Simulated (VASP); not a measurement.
## TiO2 (klda): single point with LDA

TiO2 (klda):

```
Ti O
1.0
     4.59220    0.00000    0.00000
     0.00000    4.59220    0.00000
     0.00000    0.00000    2.95740
Ti O
2 4
Cartesian
  0.0000 0.0000 0.0000
  2.2961 2.2961 1.4787
  1.4004 1.4004 0.0000
  0.8957 3.6965 1.4787
  3.1918 3.1918 0.0000
  3.6965 0.8957 1.4787
```

* Program: VASP 6.6.1
* Task: single point
* Functional: LDA
* Potentials or basis: VASP PAW LDA potentials, release 64 (Ti_sv, O)
* Cutoff: 520 eV
* k mesh: 4 × 4 × 6
* Occupations: gaussian, width 0.1 eV
* Spin: no spin polarisation

| Item | Value |
| --- | --- |
| Pressure | -6.8 GPa |
| Largest force | 0.003 eV/Å |
| Band gap on the k mesh | 1.78 eV, direct |

Forces on the atoms (eV/Å):
```
Ti   0.000  0.000  0.000
Ti   0.000  0.000  0.000
O   -0.002 -0.002  0.000
O    0.002 -0.002  0.000
O    0.002  0.002  0.000
O   -0.002  0.002  0.000
```

Stress tensor (GPa, compression positive):
```
-5.89  0.00  0.00
 0.00 -5.89  0.00
 0.00  0.00 -8.54
```

Levels at points of the mesh, in eV from the valence-band top:
```
           k point  band 20  band 21  band 22  band 23  band 24  band 25  band 26  band 27  band 28  band 29
(0.00, 0.00, 0.00)    -2.00    -0.70    -0.45    -0.45     0.00     1.78     2.08     2.33     2.42     2.42
(0.50, 0.00, 0.00)    -3.07    -1.66    -1.66    -0.76    -0.76     2.47     2.47     2.96     2.96     3.52
(0.50, 0.50, 0.00)    -2.24    -1.31    -1.31    -1.07    -1.07     1.83     1.83     2.45     2.45     3.80
(0.00, 0.00, 0.50)    -2.76    -2.44    -2.44    -1.44    -1.44     2.92     2.92     3.10     3.10     3.64
(0.50, 0.00, 0.50)    -2.41    -2.08    -2.08    -1.05    -1.05     1.81     1.81     3.12     3.12     3.89
(0.50, 0.50, 0.50)    -2.73    -1.31    -1.31    -0.68    -0.68     2.52     2.52     3.15     3.15     3.16
```

It took 29 s on 1 thread of AMD EPYC 9R45 96-Core Processor (Zen 5) (shared host), peak memory 0.14 GiB.

A k mesh can miss the band edges. LDA gaps usually lie below the measured ones, often by a third to a half.
